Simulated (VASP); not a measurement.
# MgH2 (I4_1/amd) in VASP: a series of runs

Runs on MgH2. Level: PBE. Tasks: relaxation of cell and atoms.

Program: VASP 6.6.1. These are calculated values, not measurements. Logs are shortened: lines on timing, memory, paths and dates and some standing lists are left out, and cuts for length are marked.

## Step 1: The cell of the first run

The structure is tetragonal, space group I4_1/amd (No. 141). The conventional cell has a = 3.807 Å, b = 3.807 Å, c = 9.465 Å, α = 90.00°, β = 90.00°, γ = 90.00°. Mg (site symmetry -4m2) has 6 H at 1.94 to 1.99 Å within 2.6 Å. H (site symmetry 2mm) has 3 Mg at 1.94 to 1.99 Å and 2 H at 2.50 Å within 2.6 Å.

## Step 2: Relaxation of cell and atoms, PBE

INCAR reads:

```
PREC = Accurate
ENCUT = 600
EDIFF = 1E-7
ISMEAR = 0
SIGMA = 0.02
LREAL = F
LASPH = T
NELM = 80
ALGO = Normal
ISIF = 3
LWAVE = F
LCHARG = F
GGA = PE
IBRION = 2
NSW = 100
EDIFFG = -0.01
```

KPOINTS reads:

```
Automatic mesh
0
Gamma
  8 8 8
```

POSCAR reads:

```
MgH2
1.0
   -1.9036139921      1.9036139921      4.7322837390
    1.9036139921     -1.9036139921      4.7322837390
    1.9036139921      1.9036139921     -4.7322837390
Mg H
2 4
Direct
    0.0000000000      0.0000000000      0.0000000000
    0.7500000000      0.2500000000      0.5000000000
    0.7896555595      0.7896555595      0.0000000000
    0.9603444405      0.4603444405      0.5000000000
    0.5396555595      0.0396555595      0.5000000000
    0.2103444405      0.2103444405      0.0000000000
```

Potentials or basis: VASP PAW PBE potentials, release 64 (Mg, H).

On the command line:

```
> cat potpaw_PBE.64/Mg/POTCAR potpaw_PBE.64/H/POTCAR > POTCAR
> mpirun -np 1 vasp_std > vasp.out
```

OUTCAR:

```text
PREC = Accurate
   ENCUT = 600
   EDIFF = 1E-7
   ISMEAR = 0
   LREAL = F
   LASPH = T
   NELM = 80
   ISIF = 3
   GGA = PE
   IBRION = 2
   NSW = 100
   EDIFFG = -0.01

 ion  position               nearest neighbor table
   1  0.000  0.000  0.000-   5 1.94   4 1.94   5 1.94   4 1.94   3 1.99   6 1.99   2 3.04   2 3.04
                             2 3.04   2 3.04
   2  0.750  0.250  0.500-   3 1.94   6 1.94   3 1.94   6 1.94   5 1.99   4 1.99   1 3.04   1 3.04
                             1 3.04   1 3.04
   3  0.790  0.790  0.000-   2 1.94   2 1.94   1 1.99
   4  0.960  0.460  0.500-   1 1.94   1 1.94   2 1.99
   5  0.540  0.040  0.500-   1 1.94   1 1.94   2 1.99
   6  0.210  0.210  0.000-   2 1.94   2 1.94   1 1.99

  LATTYP: Found a body centered tetragonal cell.
 ALAT       =     3.8072279842
 C/A-ratio  =     2.4859471293

  Lattice vectors:

 A1 = (  -1.9036139921,   1.9036139921,   4.7322837390)
 A2 = (   1.9036139921,  -1.9036139921,   4.7322837390)
 A3 = (   1.9036139921,   1.9036139921,  -4.7322837390)

Analysis of symmetry for initial positions (statically):
=====================================================================
 Subroutine PRICEL returns:
 Original cell was already a primitive cell.

 Routine SETGRP: Setting up the symmetry group for a
 body centered tetragonal supercell.

 Subroutine GETGRP returns: Found 16 space group operations
 (whereof  8 operations were pure point group operations)
 out of a pool of 16 trial point group operations.

The static configuration has the point symmetry D_2d.
 The point group associated with its full space group is D_4h.

Analysis of symmetry for dynamics (positions and initial velocities):
=====================================================================
 Subroutine PRICEL returns:
 Original cell was already a primitive cell.

 Routine SETGRP: Setting up the symmetry group for a
 body centered tetragonal supercell.

 Subroutine GETGRP returns: Found 16 space group operations
 (whereof  8 operations were pure point group operations)
 out of a pool of 16 trial point group operations.

The dynamic configuration has the point symmetry D_2d.
 The point group associated with its full space group is D_4h.

 Subroutine INISYM returns: Found 16 space group operations
 (whereof  8 operations are pure point group operations),
 and found     1 'primitive' translations

----------------------------------------------------------------------------------------

                                     Primitive cell

  volume of cell :      68.5944

  direct lattice vectors                    reciprocal lattice vectors
    -1.903613992  1.903613992  4.732283739     0.000000000  0.262658292  0.105657232
     1.903613992 -1.903613992  4.732283739     0.262658292  0.000000000  0.105657232
     1.903613992  1.903613992 -4.732283739     0.262658292  0.262658292  0.000000000

  length of vectors
     5.444446882  5.444446882  5.444446882     0.283112750  0.283112750  0.371454919

  position of ions in fractional coordinates (direct lattice)
     0.000000000  0.000000000  0.000000000
     0.750000000  0.250000000  0.500000000
     0.789655559  0.789655559  0.000000000
     0.960344441  0.460344441  0.500000000
     0.539655559  0.039655559  0.500000000
     0.210344441  0.210344441  0.000000000

  ion indices of the primitive-cell ions
   primitive index   ion index
                 1           1
                 2           2
                 3           3
                 4           4
                 5           5
                 6           6

----------------------------------------------------------------------------------------

 KPOINTS: Automatic mesh

Automatic generation of k-mesh.
 Grid dimensions read from file:
 generate k-points for:    8    8    8

 Generating k-lattice:

  Cartesian coordinates                     Fractional coordinates (reciprocal lattice)
     0.000000000  0.032832287  0.013207154     0.125000000  0.000000000  0.000000000
     0.032832287  0.000000000  0.013207154     0.000000000  0.125000000  0.000000000
     0.032832287  0.032832287  0.000000000     0.000000000  0.000000000  0.125000000

  Length of vectors
     0.035389094  0.035389094  0.046431865

  Shift w.r.t. Gamma in fractional coordinates (k-lattice)
     0.000000000  0.000000000  0.000000000

 Subroutine IBZKPT returns following result:
 ===========================================

 Found     59 irreducible k-points:

 Following reciprocal coordinates:
            Coordinates               Weight
  0.000000  0.000000  0.000000      1.000000
  0.125000  0.000000  0.000000      8.000000
  0.250000  0.000000  0.000000      8.000000
  0.375000  0.000000  0.000000      8.000000
  0.500000  0.000000  0.000000      4.000000
  0.125000  0.125000  0.000000      8.000000
[... 16 lines left out ...]
  0.250000  0.125000  0.125000     16.000000
  0.375000  0.125000  0.125000      8.000000
 [... further k-points ...]
   k-points           NKPTS =     59   k-points in BZ     NKDIM =     59   number of bands    NBANDS=      8
   number of dos      NEDOS =    301   number of ions     NIONS =      6
   total plane-waves  NPLWV = 110592
   dimension x,y,z NGX =    48 NGY =   48 NGZ =   48
   dimension x,y,z NGXF=    96 NGYF=   96 NGZF=   96
   ions per type =               2   4
   NGX,Y,Z   is equivalent  to a cutoff of  14.66, 14.66, 14.66 a.u.
   NGXF,Y,Z  is equivalent  to a cutoff of  29.31, 29.31, 29.31 a.u.
 SYSTEM =  unknown system
   PREC   = accura    normal or accurate (medium, high low for compatibility)
   ISTART =      0    job   : 0-new  1-cont  2-samecut
   ICHARG =      2    charge: 1-file 2-atom 10-const
   ISPIN  =      1    spin polarized calculation?
   LNONCOLLINEAR =      F non collinear calculations
   LSORBIT =      F    spin-orbit coupling
   LASPH  =      T    aspherical Exc in radial PAW
   ENCUT  =  600.0 eV  44.10 Ry    6.64 a.u.  10.87 10.87 10.87*2*pi/ulx,y,z
   NELM   =     80;   NELMIN=  2; NELMDL= -5     # of ELM steps
   EDIFF  = 0.1E-06   stopping-criterion for ELM
   LREAL  =      F    real-space projection
   EDIFFG = -.1E-01   stopping-criterion for IOM
   NSW    =    100    number of steps for IOM
   IBRION =      2    ionic relax: 0-MD 1-quasi-New 2-CG
   NFREE  =      1    steps in history (QN), initial steepest desc. (CG)
   ISIF   =      3    stress and relaxation
   ISYM   =      2    0-nonsym 1-usesym 2-fastsym
   POTIM  = 0.5000    time-step for ionic-motion
   TEBEG  =    0.0;   TEEND  =   0.0 temperature during run
   PSTRESS=    0.0 pullay stress
   NELECT =       8.0000    total number of electrons
   NUPDOWN=      -1.0000    fix difference up-down
   EMIN   =  10.00;   EMAX   =-10.00  energy-range for DOS
   EFERMI =   0.00;   METHOD = LEGACY
   ISMEAR =     0;   SIGMA  =   0.02  broadening in eV -4-tet -1-fermi 0-gaus
   EFERMI_NEDOS =   21; number of points for ismear=-14 and -15
   IALGO  =     38    algorithm
   IMIX   =      4    mixing-type and parameters
     AMIX     =   0.40;   BMIX     =  1.00
     AMIX_MAG =   1.60;   BMIX_MAG =  1.00
  volume/ion in A,a.u.               =      11.43        77.15
  Fermi-wavevector in a.u.,A,eV,Ry     =   0.799850  1.511498  8.704467  0.639760
  Thomas-Fermi vector in A             =   1.907033
   LORBIT       =      0    0 simple, 1 ext, 2 COOP (PROOUT), +10 PAW based schemes
   GGA     = PE    functional components
   LHFCALC =     F    Hartree Fock is set to
   AEXX    =    0.0000 exact exchange contribution
   IVDW    =     0    specifies the selected vdW correction
   LEPSILON=     F    determine dielectric tensor
   LRPA    =     F    only Hartree local field effects (RPA)
 conjugate gradient relaxation of ions
 non-spin polarized calculation
 Gauss-broadening in eV      SIGMA  =   0.02
  energy-cutoff  :      600.00
  volume of cell :       68.59
 maximum number of plane-waves:      2314
 NGX is ok and might be reduce to    48
   NGX = 21   NGY = 21   NGZ = 21

--------------------------------------- Ionic step        1  -------------------------------------------

 number of electron       8.0000000 magnetization

 Free energy of the ion-electron system (eV)
  ---------------------------------------------------
  ext. energy  EPLUGINS =         0.00000000
  ---------------------------------------------------
  free energy    TOTEN  =       -17.47159905 eV

  energy without entropy =      -17.47159905  energy(sigma->0) =      -17.47159905

------------------------ aborting loop because EDIFF is reached ----------------------------------------

  FORCE on cell =-STRESS in cart. coord.  units (eV):
  Direction    XX          YY          ZZ          XY          YZ          ZX
  --------------------------------------------------------------------------------------
  -------------------------------------------------------------------------------------
  Total       -0.0417191     -0.0417191     -0.1178447      0.0000000     -0.0000000      0.0000000
  in kB       -0.9744443     -0.9744443     -2.7525299      0.0000000     -0.0000000      0.0000000
  external PRESSURE =      -1.5671395 kB  Pullay stress =       0.0000000 kB
[... 65 lines left out ...]
  energy  without entropy=      -17.4717167856  energy(sigma->0) =      -17.47171679

--------------------------------------- Ionic step        3  -------------------------------------------

 number of electron       8.0000000 magnetization

 Free energy of the ion-electron system (eV)
  ---------------------------------------------------
  ext. energy  EPLUGINS =         0.00000000
  ---------------------------------------------------
  free energy    TOTEN  =       -17.47176014 eV

  energy without entropy =      -17.47176014  energy(sigma->0) =      -17.47176014

 E-fermi :  -0.3857     XC(G=0):  -7.8713

 val. band max:       -0.4842390539   @ k =   0.0000   0.0000   0.0000
 cond. band min:       3.0328087813   @ k =  -0.3750   0.3750   0.0000
 fundamental gap:      3.5170478352
 Fermi energy:        -0.3857224802

 k-point     1 :       0.0000    0.0000    0.0000
  band No.  band energies     occupation
      1      -7.1668      2.00000
      2      -2.4761      2.00000
      3      -2.2557      2.00000
      4      -0.4842      2.00000
      5       4.2895      0.00000
      6       6.1042      0.00000
      7       6.1042      0.00000
      8       6.6115      0.00000
[... 243 lines left out ...]
 k-point    24 :       0.3750    0.1250    0.1250
  band No.  band energies     occupation
      1      -4.7028      2.00000
      2      -3.7215      2.00000
      3      -2.8344      2.00000
      4      -1.7753      2.00000
      5       3.0521      0.00000
      6       4.8748      0.00000
      7       5.1893      0.00000
      8       6.0960      0.00000

 [... further k-points ...]

------------------------ aborting loop because EDIFF is reached ----------------------------------------

  FORCE on cell =-STRESS in cart. coord.  units (eV):
  Direction    XX          YY          ZZ          XY          YZ          ZX
  --------------------------------------------------------------------------------------
  -------------------------------------------------------------------------------------
  Total        0.0075085      0.0075085     -0.0169865      0.0000000     -0.0000000      0.0000000
  in kB        0.1759305      0.1759305     -0.3980061      0.0000000     -0.0000000      0.0000000
  external PRESSURE =      -0.0153817 kB  Pullay stress =       0.0000000 kB
[... 21 lines left out ...]
  FREE ENERGIE OF THE ION-ELECTRON SYSTEM (eV)
  ---------------------------------------------------
  free  energy   TOTEN  =       -17.4717601357 eV

  energy  without entropy=      -17.4717601357  energy(sigma->0) =      -17.47176014

 reached required accuracy - stopping structural energy minimisation
```

Wall time 93 s (1 thread of Intel Xeon Platinum 8488C (Sapphire Rapids), shared host); peak memory 0.34 GiB.

Results:

```
Free energy                            : -17.4718 eV
Relaxed volume                         : 11.40 Å³/atom
Relaxed cell                           : a = 5.436 Å, b = 5.436 Å, c = 5.436 Å, α = 139.03°, β = 139.03°, γ = 59.33°
Space group after relaxing (to 0.05 Å) : I4_1/amd (No. 141)
Energy gained by relaxing              : 0.0 meV/atom
Ionic steps                            : 3
Pressure after relaxing                : 0.0 GPa
Band gap on the k mesh                 : 3.52 eV, indirect (least direct gap 4.77 eV)
```

The path:
```
step  energy change (eV)  largest force (eV/Å)  pressure (GPa)  volume (Å³)
   1              0.0000                0.0086           -0.16        68.59
   2             -0.0001                0.0039           -0.08        68.48
   3             -0.0002                0.0005            0.00        68.38
```

Final structure:
```yaml
crystal:
  lattice:
    - [-1.90238, 1.90238, 4.72359]
    - [1.90238, -1.90238, 4.72359]
    - [1.90238, 1.90238, -4.72359]
  atoms:
    - { symbol: Mg, position: [0.00000, 0.00000, 0.00000] }
    - { symbol: Mg, position: [0.75000, 0.25000, 0.50000] }
    - { symbol: H, position: [0.78974, 0.78974, 0.00000] }
    - { symbol: H, position: [0.96026, 0.46026, 0.50000] }
    - { symbol: H, position: [0.53974, 0.03974, 0.50000] }
    - { symbol: H, position: [0.21026, 0.21026, 0.00000] }
```

A k mesh can miss the band edges.

## Step 3: Relaxation of cell and atoms, PBE

INCAR reads:

```
SYSTEM = MgH2
PREC = Accurate
ENCUT = 600
EDIFF = 1E-7
ISMEAR = 0
SIGMA = 0.01
LREAL = .FALSE.
LASPH = .TRUE.
NELM = 60
ALGO = Normal
ISIF = 3
LWAVE = .FALSE.
LCHARG = .FALSE.
GGA = PE
IBRION = 2
NSW = 80
EDIFFG = -0.001
```

KPOINTS reads:

```
Automatic mesh
0
G
  8 8 8
  0 0 0
```

POSCAR reads:

```
MgH2
1.0
   -1.9041682961      1.9041682961      4.7322955713
    1.9041682961     -1.9041682961      4.7322955713
    1.9041682961      1.9041682961     -4.7322955713
Mg H
2 4
Direct
    0.0000000000      0.0000000000      0.0000000000
    0.7500000000      0.2500000000      0.5000000000
    0.7899169545      0.7899169545      0.0000000000
    0.9600830455      0.4600830455      0.5000000000
    0.5399169545      0.0399169545      0.5000000000
    0.2100830455      0.2100830455      0.0000000000
```

Potentials or basis: VASP PAW PBE potentials, release 64 (Mg, H).

On the command line:

```
> cat potpaw_PBE.64/Mg/POTCAR potpaw_PBE.64/H/POTCAR > POTCAR
> mpirun -np 1 vasp_std > vasp.out
```

Run time: 3.4 min. Hardware: 1 thread of Intel Xeon Platinum 8488C (Sapphire Rapids), shared host; peak memory 0.34 GiB.

The run converged. Its results:

- Free energy: -17.4718 eV
- Relaxed volume: 11.39 Å³/atom
- Relaxed cell: a = 5.433 Å, b = 5.433 Å, c = 5.433 Å, α = 138.99°, β = 138.99°, γ = 59.39°
- Space group after relaxing (to 0.05 Å): I4_1/amd (No. 141)
- Energy gained by relaxing: 0.0 meV/atom
- Ionic steps: 9
- Pressure after relaxing: 0.0 GPa
- Band gap on the k mesh: 3.52 eV, indirect (least direct gap 4.77 eV)

The path:
```tsv
step	energy change (eV)	largest force (eV/Å)	pressure (GPa)	volume (Å³)
1	0.0000	0.0012	-0.16	68.63
2	-0.0001	0.0032	-0.08	68.52
3	-0.0001	0.0053	0.00	68.40
4	-0.0001	0.0055	0.00	68.39
5	-0.0001	0.0047	0.00	68.38
6	-0.0002	0.0018	0.01	68.37
7	-0.0002	0.0038	0.01	68.35
8	-0.0002	0.0013	0.01	68.36
9	-0.0002	0.0005	0.00	68.37
```

Final structure:
```yaml
crystal:
  lattice:
    - [-1.90301, 1.90301, 4.71956]
    - [1.90301, -1.90301, 4.71956]
    - [1.90301, 1.90301, -4.71956]
  atoms:
    - { symbol: Mg, position: [0.00000, 0.00000, 0.00000] }
    - { symbol: Mg, position: [0.75000, 0.25000, 0.50000] }
    - { symbol: H, position: [0.78963, 0.78963, 0.00000] }
    - { symbol: H, position: [0.96037, 0.46037, 0.50000] }
    - { symbol: H, position: [0.53963, 0.03963, 0.50000] }
    - { symbol: H, position: [0.21038, 0.21038, 0.00000] }
```

Levels at points of the mesh, in eV from the valence-band top:
```tsv
k point	band 1	band 2	band 3	band 4	band 5	band 6	band 7	band 8
(0.00, 0.00, 0.00)	-6.68	-1.98	-1.76	0.00	4.78	6.59	6.59	7.10
(0.50, 0.00, 0.00)	-4.75	-3.58	-2.45	-0.89	4.15	6.78	7.17	7.69
(0.50, 0.50, 0.00)	-2.88	-2.88	-2.43	-2.43	3.56	3.56	5.96	5.96
(0.50, 0.50, 0.50)	-5.25	-5.25	-0.28	-0.28	5.35	5.35	8.72	8.72
```

A k mesh can miss the band edges. Expect the measured gap to be larger: semilocal functionals such as PBE lack the derivative discontinuity.
